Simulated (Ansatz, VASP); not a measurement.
Tc: VASP beside Ansatz

```xyz
2
Lattice="2.7581 0.0000 0.0000 -1.3791 2.3886 0.0000 0.0000 0.0000 4.4271" Properties=species:S:1:pos:R:3 pbc="T T T"
Tc    1.3791    0.7962    3.3203
Tc    0.0000    1.5924    1.1068
```

Change from the starting cell: volume scaled by 1.02.

Alike in both runs: task single point; functional LDA; k mesh 11 × 11 × 6; occupations fermi-dirac, width 0.05 eV; no spin polarisation.

|  | VASP | Ansatz |
| --- | --- | --- |
| version | VASP 6.6.1 | Ansatz 0.2.0 |
| potentials or method | VASP PAW LDA potentials, release 64 (Tc_pv), cutoff 520 eV | all-electron LAPW, scalar-relativistic |

VASP gave:

- gap on the k mesh at the Fermi level (eV): none
- pressure (GPa): -17.3
- traceless stress, the component that is largest in VASP (GPa): -0.45

Task: Which values does Ansatz return?

Result: gap on the k mesh at the Fermi level (eV): none; pressure (GPa): -17.3; traceless stress, the component that is largest in VASP (GPa): -0.40.

LDA's correlation is that of Perdew and Zunger in VASP and of Perdew and Wang (1992) in Ansatz. A gap of «none» marks a metal or a gap that the smearing closes. Ansatz ran all-electron here, and VASP with PAW potentials.
